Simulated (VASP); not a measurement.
# Au (P6_3/mmc) in VASP: a series of runs, part 2 of 2

VASP 6.6.1. Earlier steps stand in the parts before.

### 4 Single point, PBEsol

This run uses another cell than the first one, of 17.03 Å³/atom, 1.162 times its volume.

INCAR

```
SYSTEM = Au
  ALGO = Fast
  EDIFF = 1E-6
  ENCUT = 520
  GGA = PS
  ISIF = 2
  ISMEAR = 0
  LASPH = .True.
  LCHARG = .True.
  LELF = .True.
  LREAL = .False.
  LVHAR = .True.
  LWAVE = .False.
  NBANDS = 18
  NELM = 80
  PREC = Accurate
  SIGMA = 0.1
```

KPOINTS

```
k-points
0
Gamma
  18 18 10
  0 0 0
```

POSCAR

```
Au
1.0
    2.8662606939      0.0000000000      0.0000000000
   -1.4331303469      2.4822545748      0.0000000000
    0.0000000000      0.0000000000      4.7867370147
Au
2
Direct
    0.3333333333      0.6666666667      0.2500000000
    0.6666666667      0.3333333333      0.7500000000
```

Potentials or basis: VASP PAW PBE potentials, release 64 (Au).

Run with:

```console
cat potpaw_PBE.64/Au/POTCAR > POTCAR
mpirun -np 1 vasp_std > vasp.out
```

OUTCAR:

```text
SYSTEM = Au
   EDIFF = 1E-6
   ENCUT = 520
   GGA = PS
   ISIF = 2
   ISMEAR = 0
   LASPH = .True.
   LREAL = .False.
   NELM = 80
   PREC = Accurate

 ion  position               nearest neighbor table
   1  0.333  0.667  0.250-   2 2.91   2 2.91   2 2.91   2 2.91   2 2.91   2 2.91
   2  0.667  0.333  0.750-   1 2.91   1 2.91   1 2.91   1 2.91   1 2.91   1 2.91

  LATTYP: Found a hexagonal cell.
 ALAT       =     2.8662606939
 C/A-ratio  =     1.6700284886

  Lattice vectors:

 A1 = (   2.8662606939,   0.0000000000,   0.0000000000)
 A2 = (  -1.4331303469,   2.4822545748,   0.0000000000)
 A3 = (   0.0000000000,   0.0000000000,   4.7867370147)

Analysis of symmetry for initial positions (statically):
=====================================================================
 Subroutine PRICEL returns:
 Original cell was already a primitive cell.

 Routine SETGRP: Setting up the symmetry group for a
 hexagonal supercell.

 Subroutine GETGRP returns: Found 24 space group operations
 (whereof 12 operations were pure point group operations)
 out of a pool of 24 trial point group operations.

The static configuration has the point symmetry D_3d.
 The point group associated with its full space group is D_6h.

Analysis of symmetry for dynamics (positions and initial velocities):
=====================================================================
 Subroutine PRICEL returns:
 Original cell was already a primitive cell.

 Routine SETGRP: Setting up the symmetry group for a
 hexagonal supercell.

 Subroutine GETGRP returns: Found 24 space group operations
 (whereof 12 operations were pure point group operations)
 out of a pool of 24 trial point group operations.

The dynamic configuration has the point symmetry D_3d.
 The point group associated with its full space group is D_6h.

 Subroutine INISYM returns: Found 24 space group operations
 (whereof 12 operations are pure point group operations),
 and found     1 'primitive' translations

----------------------------------------------------------------------------------------

                                     Primitive cell

  volume of cell :      34.0566

  direct lattice vectors                    reciprocal lattice vectors
     2.866260694  0.000000000  0.000000000     0.348886618  0.201429783  0.000000000
    -1.433130347  2.482254575  0.000000000     0.000000000  0.402859566  0.000000000
     0.000000000  0.000000000  4.786737015     0.000000000  0.000000000  0.208910579

  length of vectors
     2.866260694  2.866260694  4.786737015     0.402859566  0.402859566  0.208910579

  position of ions in fractional coordinates (direct lattice)
     0.333333333  0.666666667  0.250000000
     0.666666667  0.333333333  0.750000000

  ion indices of the primitive-cell ions
   primitive index   ion index
                 1           1
                 2           2

----------------------------------------------------------------------------------------

 KPOINTS: k-points

Automatic generation of k-mesh.
 Grid dimensions read from file:
 generate k-points for:   18   18   10

 Generating k-lattice:

  Cartesian coordinates                     Fractional coordinates (reciprocal lattice)
     0.019382590  0.011190543  0.000000000     0.055555556  0.000000000  0.000000000
     0.000000000  0.022381087  0.000000000     0.000000000  0.055555556  0.000000000
     0.000000000  0.000000000  0.020891058     0.000000000  0.000000000  0.100000000

  Length of vectors
     0.022381087  0.022381087  0.020891058

  Shift w.r.t. Gamma in fractional coordinates (k-lattice)
     0.000000000  0.000000000  0.000000000

 Subroutine IBZKPT returns following result:
 ===========================================

 Found    222 irreducible k-points:

 Following reciprocal coordinates:
            Coordinates               Weight
  0.000000  0.000000  0.000000      1.000000
  0.055556 -0.000000  0.000000      6.000000
  0.111111 -0.000000  0.000000      6.000000
  0.166667 -0.000000  0.000000      6.000000
  0.222222 -0.000000  0.000000      6.000000
  0.277778 -0.000000  0.000000      6.000000
[... 16 lines left out ...]
  0.333333  0.111111  0.000000     12.000000
  0.388889  0.111111  0.000000     12.000000
 [... further k-points ...]
   k-points           NKPTS =    222   k-points in BZ     NKDIM =    222   number of bands    NBANDS=     18
   number of dos      NEDOS =    301   number of ions     NIONS =      2
   total plane-waves  NPLWV =  20736
   dimension x,y,z NGX =    24 NGY =   24 NGZ =   36
   dimension x,y,z NGXF=    48 NGYF=   48 NGZF=   72
   ions per type =               2
   NGX,Y,Z   is equivalent  to a cutoff of  13.92, 13.92, 12.50 a.u.
   NGXF,Y,Z  is equivalent  to a cutoff of  27.84, 27.84, 25.01 a.u.
 SYSTEM =  Au
   PREC   = accura    normal or accurate (medium, high low for compatibility)
   ISTART =      0    job   : 0-new  1-cont  2-samecut
   ICHARG =      2    charge: 1-file 2-atom 10-const
   ISPIN  =      1    spin polarized calculation?
   LNONCOLLINEAR =      F non collinear calculations
   LSORBIT =      F    spin-orbit coupling
   LASPH  =      T    aspherical Exc in radial PAW
   ENCUT  =  520.0 eV  38.22 Ry    6.18 a.u.   5.33  5.33  8.90*2*pi/ulx,y,z
   NELM   =     80;   NELMIN=  2; NELMDL= -5     # of ELM steps
   EDIFF  = 0.1E-05   stopping-criterion for ELM
   LREAL  =      F    real-space projection
   EDIFFG = 0.1E-04   stopping-criterion for IOM
   NSW    =      0    number of steps for IOM
   IBRION =     -1    ionic relax: 0-MD 1-quasi-New 2-CG
   NFREE  =      0    steps in history (QN), initial steepest desc. (CG)
   ISIF   =      2    stress and relaxation
   ISYM   =      2    0-nonsym 1-usesym 2-fastsym
   POTIM  = 0.5000    time-step for ionic-motion
   TEBEG  =    0.0;   TEEND  =   0.0 temperature during run
   PSTRESS=    0.0 pullay stress
   NELECT =      22.0000    total number of electrons
   NUPDOWN=      -1.0000    fix difference up-down
   EMIN   =  10.00;   EMAX   =-10.00  energy-range for DOS
   EFERMI =   0.00;   METHOD = LEGACY
   ISMEAR =     0;   SIGMA  =   0.10  broadening in eV -4-tet -1-fermi 0-gaus
   EFERMI_NEDOS =   21; number of points for ismear=-14 and -15
   IALGO  =     68    algorithm
   IMIX   =      4    mixing-type and parameters
     AMIX     =   0.40;   BMIX     =  1.00
     AMIX_MAG =   1.60;   BMIX_MAG =  1.00
  volume/ion in A,a.u.               =      17.03       114.91
  Fermi-wavevector in a.u.,A,eV,Ry     =   1.415191  2.674324 27.249298  2.002767
  Thomas-Fermi vector in A             =   2.536656
   LORBIT       =      0    0 simple, 1 ext, 2 COOP (PROOUT), +10 PAW based schemes
   GGA     = PS    functional components
   LHFCALC =     F    Hartree Fock is set to
   AEXX    =    0.0000 exact exchange contribution
   IVDW    =     0    specifies the selected vdW correction
   LEPSILON=     F    determine dielectric tensor
   LRPA    =     F    only Hartree local field effects (RPA)
 non-spin polarized calculation
 RMM-DIIS sequential band-by-band and
 Gauss-broadening in eV      SIGMA  =   0.10
  energy-cutoff  :      520.00
  volume of cell :       34.06
 maximum number of plane-waves:       930
 NGX is ok and might be reduce to    24
   NGX = 11   NGY = 11   NGZ = 17

 number of electron      22.0000004 magnetization

 Free energy of the ion-electron system (eV)
  ---------------------------------------------------
  ext. energy  EPLUGINS =         0.00000000
  ---------------------------------------------------
  free energy    TOTEN  =        -7.82957600 eV

  energy without entropy =       -7.82474270  energy(sigma->0) =       -7.82715935

 E-fermi :   9.2350     XC(G=0): -12.8894

 val. band max:        9.2332559355   @ k =   0.4444   0.0556   0.2000
 cond. band min:       9.2363399106   @ k =   0.2778   0.2222   0.2000
 fundamental gap:      0.0030839751
 Fermi energy:         9.2350481434

 k-point     1 :       0.0000    0.0000    0.0000
  band No.  band energies     occupation
      1      -0.6394      2.00000
      2       1.8754      2.00000
      3       4.4556      2.00000
      4       4.7113      2.00000
      5       4.7113      2.00000
      6       5.0335      2.00000
[... 10 lines left out ...]
     17      27.6922      0.00000
     18      27.6922      0.00000
[... 463 lines left out ...]
 k-point    24 :       0.3889    0.1111    0.0000
  band No.  band energies     occupation
      1       2.6414      2.00000
      2       2.7062      2.00000
      3       3.0312      2.00000
      4       4.6131      2.00000
      5       4.9251      2.00000
      6       4.9980      2.00000
[... 10 lines left out ...]
     17      21.4630      0.00000
     18      23.9109      0.00000

 [... further k-points ...]
[... 5 lines left out ...]
  --------------------------------------------------------------------------------------
  -------------------------------------------------------------------------------------
  Total       -0.0431704     -0.0431704     -0.0394442     -0.0000000     -0.0000000     -0.0000000
  in kB       -2.0309319     -2.0309319     -1.8556353     -0.0000000     -0.0000000     -0.0000000
  external PRESSURE =      -1.9724997 kB  Pullay stress =       0.0000000 kB

 VOLUME and BASIS-vectors are now :
 -----------------------------------------------------------------------------
  energy-cutoff  :      520.00
  volume of cell :       34.06
      direct lattice vectors                 reciprocal lattice vectors
     2.866260694  0.000000000  0.000000000     0.348886618  0.201429783  0.000000000
    -1.433130347  2.482254575  0.000000000     0.000000000  0.402859566  0.000000000
     0.000000000  0.000000000  4.786737015     0.000000000  0.000000000  0.208910579

 POSITION                                       TOTAL-FORCE (eV/Angst)
 -----------------------------------------------------------------------------------
     -0.00000      1.65484      1.19668         0.000000     -0.000000      0.000000
      1.43313      0.82742      3.59005        -0.000000      0.000000      0.000000
 -----------------------------------------------------------------------------------
    total drift:                               -0.000000      0.000000     -0.000000

  FREE ENERGIE OF THE ION-ELECTRON SYSTEM (eV)
  ---------------------------------------------------
  free  energy   TOTEN  =        -7.8295760024 eV

  energy  without entropy=       -7.8247426994  energy(sigma->0) =       -7.82715935
```

It took 51 s on 1 thread of Intel Xeon Platinum 8488C (Sapphire Rapids), shared host; peak memory 0.23 GiB.

What came out:

| Item | Value |
| --- | --- |
| Free energy | -7.8296 eV |
| Pressure | -0.2 GPa |
| Band gap on the k mesh | zero (band 11 reaches 13.56 eV, above the bottom of band 12 at 6.64 eV) |

Caveat: the PAW data sets were made with another functional, which shifts forces and pressure a little; spin-orbit coupling is left out, which moves the levels of the heavy elements.

### 5 Overview

| cell | k mesh | gap on the mesh (eV) | pressure (GPa) |
| --- | --- | --- | --- |
| a = 2.745, b = 2.745, c = 4.491 Å, angles 90.0, 90.0, 120.0°, 2 atoms | 6 × 6 × 4 | none | 40.3 |
| a = 2.874, b = 2.874, c = 4.762 Å, angles 90.0, 90.0, 120.0°, 2 atoms | 12 × 12 × 4 | none | -0.4 |
| a = 2.866, b = 2.866, c = 4.787 Å, angles 90.0, 90.0, 120.0°, 2 atoms | 18 × 18 × 10 | none | -0.2 |

Alike in all rows: task single point; level PBEsol; potentials or basis VASP PAW PBE potentials, release 64 (Au); no spin polarisation; cutoff (eV) 520; smearing gaussian 0.1 eV.

Caveats: some runs use coarse meshes; the PAW data sets were made with another functional, which shifts forces and pressure a little; spin-orbit coupling is left out, which moves the levels of the heavy elements.

Total energies depend on the potentials used, so only differences within one code and one set of settings carry meaning.
